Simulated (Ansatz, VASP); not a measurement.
Cu: VASP beside Ansatz

The input INCAR:

```
  ALGO = Normal
  EDIFF = 1E-7
  EDIFFG = -0.002
  ENCUT = 600
  GGA = PE
  GGA_COMPAT = False
  IBRION = 2
  ISIF = 3
  ISMEAR = 0
  LASPH = True
  LCHARG = False
  LREAL = False
  LWAVE = False
  NELM = 120
  NELMIN = 4
  NSW = 100
  PREC = Accurate
  SIGMA = 0.1
```

KPOINTS

```
k-points
0
Gamma
  20 20 20
```

File POSCAR:

```
Cu
1.0
    0.0000000000      1.8135739156      1.8135739156
    1.8135739156      0.0000000000      1.8135739156
    1.8135739156      1.8135739156      0.0000000000
Cu
1
Direct
    0.0000000000      0.0000000000      0.0000000000
```

Input for Ansatz:

```yaml
crystal:
  lattice:
    - [0.0, 1.8135739185, 1.8135739185]
    - [1.8135739185, 0.0, 1.8135739185]
    - [1.8135739185, 1.8135739185, 0.0]
  atoms:
    - { symbol: Cu, position: [0.0, 0.0, 0.0] }
basis:
  ecutwfc: 420
kpoints:
  mp_grid: { grid: [20, 20, 20] }
hamiltonian:
  xc: pbe
  pseudopotentials: { kind: paw, azcp: { folder: soft_1 } }
scf:
  occupations: { method: gaussian, width: 0.1 }
output:
  forces: true
  stress: true
  eigenvalues: true
relax:
  adjacent_minimum: "off"
  f_tol: 0.002
  max_steps: 80
  cell: { stress_tol: 0.02 }
```

Alike in both runs: task relaxation of cell and atoms; functional PBE; k mesh 20 × 20 × 20; occupations gaussian, width 0.1 eV; no spin polarisation.

```csv
,VASP,Ansatz
version,VASP 6.6.1,Ansatz 0.2.0
potentials or method,"VASP PAW PBE potentials, release 64 (Cu), cutoff 600 eV","scalar-relativistic, plane waves, PAW"
valence electrons in the cell,11,19
```

```tsv
	VASP	Ansatz	Ansatz less VASP
gap on the k mesh at the Fermi level, each at its own relaxed structure (eV)	none	none	-
relaxed volume (Å³/atom)	12.01	11.95	-0.058
relaxed cell length with the largest relative difference (Å)	2.570	2.566	-0.0042
```

A gap of «none» marks a metal or a gap that the smearing closes. VASP's potentials hold 11 valence electrons a cell and Ansatz's 19, so a difference there can come from the potentials and not from the codes.
